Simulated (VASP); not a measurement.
# Cr in VASP: a series of runs

The runs below take Cr through single point, with PBEsol.

Everything below comes from runs of VASP 6.6.1. Logs are shortened: lines on timing, memory, paths and dates and some standing lists are left out, and cuts for length are marked.

## (1) The cell of the first run

The typed cell holds 1 atom: a = 2.569 Å, b = 2.569 Å, c = 2.569 Å, α = 120.00°, β = 120.00°, γ = 90.01°.

## (2) Single point, PBEsol

Input file INCAR:

```
  PREC = Accurate
  ENCUT = 520
  EDIFF = 1E-6
  ISMEAR = 0
  SIGMA = 0.15
  LREAL = F
  LASPH = T
  NELM = 60
  ALGO = Fast
  ISIF = 2
  LWAVE = F
  LCHARG = F
  GGA = PS
  NBANDS = 12
```

Input file KPOINTS:

```
Automatic mesh
0
Gamma
  26 26 26
```

Input file POSCAR:

```
Cr
1.0
   -1.2846960778      1.2846960778      1.8165602540
    1.2846960778     -1.2846960778      1.8165602540
    1.2846960778      1.2846960778     -1.8165602540
Cr
1
Direct
    0.0000000000      0.0000000000      0.0000000000
```

Potentials or basis: VASP PAW PBE potentials, release 64 (Cr_pv).

On the command line:

```
cat potpaw_PBE.64/Cr_pv/POTCAR > POTCAR
mpirun -np 1 vasp_std > vasp.out
```

OUTCAR:

```text
PREC = Accurate
   ENCUT = 520
   EDIFF = 1E-6
   ISMEAR = 0
   LREAL = F
   LASPH = T
   NELM = 60
   ISIF = 2
   GGA = PS

 ion  position               nearest neighbor table
   1  0.000  0.000  0.000-

  LATTYP: Found a body centered tetragonal cell.
 ALAT       =     2.5693921556
 C/A-ratio  =     1.4140000000

  Lattice vectors:

 A1 = (  -1.2846960778,   1.2846960778,   1.8165602540)
 A2 = (   1.2846960778,  -1.2846960778,   1.8165602540)
 A3 = (   1.2846960778,   1.2846960778,  -1.8165602540)

Analysis of symmetry for initial positions (statically):
=====================================================================
 Subroutine PRICEL returns:
 Original cell was already a primitive cell.

 Routine SETGRP: Setting up the symmetry group for a
 body centered tetragonal supercell.

 Subroutine GETGRP returns: Found 16 space group operations
 (whereof 16 operations were pure point group operations)
 out of a pool of 16 trial point group operations.

The static configuration has the point symmetry D_4h.

Analysis of symmetry for dynamics (positions and initial velocities):
=====================================================================
 Subroutine PRICEL returns:
 Original cell was already a primitive cell.

 Routine SETGRP: Setting up the symmetry group for a
 body centered tetragonal supercell.

 Subroutine GETGRP returns: Found 16 space group operations
 (whereof 16 operations were pure point group operations)
 out of a pool of 16 trial point group operations.

The dynamic configuration has the point symmetry D_4h.

 Subroutine INISYM returns: Found 16 space group operations
 (whereof 16 operations are pure point group operations),
 and found     1 'primitive' translations

----------------------------------------------------------------------------------------

                                     Primitive cell

  volume of cell :      11.9925

  direct lattice vectors                    reciprocal lattice vectors
    -1.284696078  1.284696078  1.816560254     0.000000000  0.389197109  0.275245481
     1.284696078 -1.284696078  1.816560254     0.389197109  0.000000000  0.275245481
     1.284696078  1.284696078 -1.816560254     0.389197109  0.389197109  0.000000000

  length of vectors
     2.569198159  2.569198159  2.569198159     0.476691163  0.476691163  0.550407831

  position of ions in fractional coordinates (direct lattice)
     0.000000000  0.000000000  0.000000000

  ion indices of the primitive-cell ions
   primitive index   ion index
                 1           1

----------------------------------------------------------------------------------------

 KPOINTS: Automatic mesh

Automatic generation of k-mesh.
 Grid dimensions read from file:
 generate k-points for:   26   26   26

 Generating k-lattice:

  Cartesian coordinates                     Fractional coordinates (reciprocal lattice)
     0.000000000  0.014969120  0.010586365     0.038461538  0.000000000  0.000000000
     0.014969120  0.000000000  0.010586365     0.000000000  0.038461538  0.000000000
     0.014969120  0.014969120  0.000000000     0.000000000  0.000000000  0.038461538

  Length of vectors
     0.018334275  0.018334275  0.021169532

  Shift w.r.t. Gamma in fractional coordinates (k-lattice)
     0.000000000  0.000000000  0.000000000

 Subroutine IBZKPT returns following result:
 ===========================================

 Found   1330 irreducible k-points:

 Following reciprocal coordinates:
            Coordinates               Weight
  0.000000  0.000000  0.000000      1.000000
  0.038462 -0.000000  0.000000      8.000000
  0.076923 -0.000000  0.000000      8.000000
  0.115385 -0.000000  0.000000      8.000000
  0.153846  0.000000  0.000000      8.000000
  0.192308 -0.000000  0.000000      8.000000
[... 16 lines left out ...]
  0.346154  0.038462  0.000000     16.000000
  0.384615  0.038462  0.000000     16.000000
 [... further k-points ...]
   k-points           NKPTS =   1330   k-points in BZ     NKDIM =   1330   number of bands    NBANDS=     12
   number of dos      NEDOS =    301   number of ions     NIONS =      1
   total plane-waves  NPLWV =   8000
   dimension x,y,z NGX =    20 NGY =   20 NGZ =   20
   dimension x,y,z NGXF=    40 NGYF=   40 NGZF=   40
   ions per type =               1
   NGX,Y,Z   is equivalent  to a cutoff of  12.94, 12.94, 12.94 a.u.
   NGXF,Y,Z  is equivalent  to a cutoff of  25.88, 25.88, 25.88 a.u.
 SYSTEM =  unknown system
   PREC   = accura    normal or accurate (medium, high low for compatibility)
   ISTART =      0    job   : 0-new  1-cont  2-samecut
   ICHARG =      2    charge: 1-file 2-atom 10-const
   ISPIN  =      1    spin polarized calculation?
   LNONCOLLINEAR =      F non collinear calculations
   LSORBIT =      F    spin-orbit coupling
   LASPH  =      T    aspherical Exc in radial PAW
   ENCUT  =  520.0 eV  38.22 Ry    6.18 a.u.   4.78  4.78  4.78*2*pi/ulx,y,z
   NELM   =     60;   NELMIN=  2; NELMDL= -5     # of ELM steps
   EDIFF  = 0.1E-05   stopping-criterion for ELM
   LREAL  =      F    real-space projection
   EDIFFG = 0.1E-04   stopping-criterion for IOM
   NSW    =      0    number of steps for IOM
   IBRION =     -1    ionic relax: 0-MD 1-quasi-New 2-CG
   NFREE  =      0    steps in history (QN), initial steepest desc. (CG)
   ISIF   =      2    stress and relaxation
   ISYM   =      2    0-nonsym 1-usesym 2-fastsym
   POTIM  = 0.5000    time-step for ionic-motion
   TEBEG  =    0.0;   TEEND  =   0.0 temperature during run
   PSTRESS=    0.0 pullay stress
   NELECT =      12.0000    total number of electrons
   NUPDOWN=      -1.0000    fix difference up-down
   EMIN   =  10.00;   EMAX   =-10.00  energy-range for DOS
   EFERMI =   0.00;   METHOD = LEGACY
   ISMEAR =     0;   SIGMA  =   0.15  broadening in eV -4-tet -1-fermi 0-gaus
   EFERMI_NEDOS =   21; number of points for ismear=-14 and -15
   IALGO  =     68    algorithm
   IMIX   =      4    mixing-type and parameters
     AMIX     =   0.40;   BMIX     =  1.00
     AMIX_MAG =   1.60;   BMIX_MAG =  1.00
  volume/ion in A,a.u.               =      11.99        80.93
  Fermi-wavevector in a.u.,A,eV,Ry     =   1.637439  3.094310 36.480015  2.681205
  Thomas-Fermi vector in A             =   2.728578
   LORBIT       =      0    0 simple, 1 ext, 2 COOP (PROOUT), +10 PAW based schemes
   GGA     = PS    functional components
   LHFCALC =     F    Hartree Fock is set to
   AEXX    =    0.0000 exact exchange contribution
   IVDW    =     0    specifies the selected vdW correction
   LEPSILON=     F    determine dielectric tensor
   LRPA    =     F    only Hartree local field effects (RPA)
 non-spin polarized calculation
 RMM-DIIS sequential band-by-band and
 Gauss-broadening in eV      SIGMA  =   0.15
  energy-cutoff  :      520.00
  volume of cell :       11.99
 maximum number of plane-waves:       332
   NGX =  9   NGY =  9   NGZ =  9

 number of electron      12.0000008 magnetization

 Free energy of the ion-electron system (eV)
  ---------------------------------------------------
  ext. energy  EPLUGINS =         0.00000000
  ---------------------------------------------------
  free energy    TOTEN  =        -9.82310680 eV

  energy without entropy =       -9.80152733  energy(sigma->0) =       -9.81231707

 E-fermi :  10.0452     XC(G=0): -13.6017

 val. band max:       10.0406722155   @ k =  -0.3462   0.4231   0.3462
 cond. band min:      10.0464416539   @ k =  -0.1538  -0.4231   0.1154
 fundamental gap:      0.0057694384
 Fermi energy:        10.0452143201

 k-point     1 :       0.0000    0.0000    0.0000
  band No.  band energies     occupation
      1     -32.1888      2.00000
      2     -32.1888      2.00000
      3     -32.1887      2.00000
      4       2.5583      2.00000
      5       9.6326      1.99990
      6       9.6326      1.99990
      7       9.6338      1.99989
      8      11.3441      0.00000
      9      11.3456      0.00000
     10      17.5390      0.00000
     11      29.7989      0.00000
     12      35.3045      0.00000

 k-point     2 :       0.0385   -0.0000    0.0000
  band No.  band energies     occupation
      1     -32.2013      2.00000
      2     -32.1904      2.00000
      3     -32.1903      2.00000
      4       2.6183      2.00000
      5       9.6041      1.99997
      6       9.6528      1.99978
      7       9.6537      1.99978
      8      11.3325      0.00000
      9      11.3340      0.00000
     10      17.5390      0.00000
     11      29.8226      0.00000
     12      34.7609      0.00000

 k-point     3 :       0.0769   -0.0000    0.0000
  band No.  band energies     occupation
      1     -32.2379      2.00000
      2     -32.1950      2.00000
      3     -32.1949      2.00000
      4       2.7960      2.00000
      5       9.5217      2.00000
      6       9.7098      1.99843
      7       9.7107      1.99839
      8      11.3020      0.00000
      9      11.3035      0.00000
     10      17.5389      0.00000
     11      29.8585      0.00000
     12      33.4797      0.00000
[... 286 lines left out ...]
 k-point    23 :       0.3462    0.0385    0.0000
  band No.  band energies     occupation
      1     -32.8651      2.00000
      2     -32.2910      2.00000
      3     -32.2711      2.00000
      4       5.9228      2.00000
      5       9.4348      2.00000
      6       9.6607      1.99971
      7       9.7009      1.99883
      8      11.9648      0.00000
      9      12.3006      0.00000
     10      17.5378      0.00000
     11      22.0320      0.00000
     12      29.4048      0.00000

 k-point    24 :       0.3846    0.0385    0.0000
  band No.  band energies     occupation
      1     -32.9314      2.00000
      2     -32.2985      2.00000
      3     -32.2815      2.00000
      4       6.0967      2.00000
      5       9.5522      2.00000
      6       9.6210      1.99994
      7       9.9000      1.82896
      8      12.1938      0.00000
      9      12.5088      0.00000
     10      17.5372      0.00000
     11      20.8815      0.00000
     12      29.1018      0.00000

 [... further k-points ...]

------------------------ aborting loop because EDIFF is reached ----------------------------------------

  FORCE on cell =-STRESS in cart. coord.  units (eV):
  Direction    XX          YY          ZZ          XY          YZ          ZX
  --------------------------------------------------------------------------------------
  -------------------------------------------------------------------------------------
  Total       -0.8385609     -0.8385609     -0.8421184      0.0000000      0.0000000      0.0000000
  in kB     -112.0300677   -112.0300677   -112.5053414      0.0000000      0.0000000      0.0000000
  external PRESSURE =    -112.1884922 kB  Pullay stress =       0.0000000 kB

 VOLUME and BASIS-vectors are now :
 -----------------------------------------------------------------------------
  energy-cutoff  :      520.00
  volume of cell :       11.99
      direct lattice vectors                 reciprocal lattice vectors
    -1.284696078  1.284696078  1.816560254     0.000000000  0.389197109  0.275245481
     1.284696078 -1.284696078  1.816560254     0.389197109  0.000000000  0.275245481
     1.284696078  1.284696078 -1.816560254     0.389197109  0.389197109  0.000000000

 POSITION                                       TOTAL-FORCE (eV/Angst)
 -----------------------------------------------------------------------------------
      0.00000      0.00000      0.00000         0.000000      0.000000      0.000000
 -----------------------------------------------------------------------------------
    total drift:                                0.000000     -0.000000      0.000000

  FREE ENERGIE OF THE ION-ELECTRON SYSTEM (eV)
  ---------------------------------------------------
  free  energy   TOTEN  =        -9.8231068001 eV

  energy  without entropy=       -9.8015273341  energy(sigma->0) =       -9.81231707
```

It took 95 s on 1 thread of Intel Xeon Platinum 8488C (Sapphire Rapids), shared host; peak memory 0.28 GiB.

What came out:

```yaml
Free_energy: -9.8231 eV
Pressure: -11.2 GPa
Band_gap_on_the_k_mesh: zero (band 6 reaches 12.50 eV, above the bottom of band 7 at 9.63 eV)
```

Levels at points of the mesh, in eV from the Fermi level:
```csv
k point,band 2,band 3,band 4,band 5,band 6,band 7,band 8,band 9,band 10,band 11
"(0.00, 0.00, 0.00)",-42.23,-42.23,-7.49,-0.41,-0.41,-0.41,1.30,1.30,7.49,19.75
"(0.50, 0.00, 0.00)",-42.34,-42.34,-3.87,-0.55,-0.55,0.81,2.51,2.51,7.49,9.25
"(0.50, 0.50, 0.00)",-42.53,-42.53,-4.07,-3.22,2.46,2.83,2.83,3.65,7.49,12.24
"(0.50, 0.50, 0.50)",-42.53,-42.53,-4.07,-3.22,2.46,2.83,2.83,3.65,7.49,12.24
```

Caveat: the PAW data sets were made with another functional, which shifts forces and pressure a little; the run has no spin polarisation, though such a crystal can be magnetic.

## (3) Single point, PBEsol

Input file INCAR:

```
PREC = Accurate
ENCUT = 520
EDIFF = 1E-7
ISMEAR = 0
SIGMA = 0.15
LREAL = False
LASPH = True
NELM = 100
ALGO = Fast
ISIF = 2
LWAVE = False
LCHARG = False
GGA = PS
NBANDS = 12
```

KPOINTS is that of step 2.

Input file POSCAR:

```
Cr
1.0
   -1.2596593511      1.2596593511      1.8894890267
    1.2596593511     -1.2596593511      1.8894890267
    1.2596593511      1.2596593511     -1.8894890267
Cr
1
Direct
    0.0000000000      0.0000000000      0.0000000000
```

Potentials or basis: VASP PAW PBE potentials, release 64 (Cr_pv).

On the command line:

```
cat potpaw_PBE.64/Cr_pv/POTCAR > POTCAR
mpirun -np 1 vasp_std > vasp.out
```

Wall time 2 min (1 thread of Intel Xeon Platinum 8488C (Sapphire Rapids), shared host); peak memory 0.28 GiB.

Results (log left out):

```
Free energy            : -9.8452 eV
Pressure               : -11.5 GPa
Band gap on the k mesh : zero (band 6 reaches 12.53 eV, above the bottom of band 7 at 9.77 eV)
```

Stress tensor (GPa, compression positive):
```
-15.77   0.00   0.00
  0.00 -15.77   0.00
  0.00   0.00  -2.82
```

Levels at points of the mesh, in eV from the Fermi level:
| k point | band 3 | band 4 | band 5 | band 6 | band 7 | band 8 | band 9 | band 10 |
| --- | --- | --- | --- | --- | --- | --- | --- | --- |
| (0.00, 0.00, 0.00) | -42.28 | -7.53 | -0.81 | -0.28 | -0.28 | 0.91 | 1.53 | 7.43 |
| (0.50, 0.00, 0.00) | -42.36 | -3.93 | -0.87 | -0.33 | 0.77 | 2.33 | 2.55 | 7.42 |
| (0.50, 0.50, 0.00) | -42.58 | -4.13 | -3.30 | 2.36 | 2.55 | 3.00 | 4.08 | 7.43 |
| (0.50, 0.50, 0.50) | -42.52 | -4.12 | -3.20 | 2.43 | 2.71 | 2.73 | 2.73 | 7.43 |

Caveat: the PAW data sets were made with another functional, which shifts forces and pressure a little; the run has no spin polarisation, though such a crystal can be magnetic.
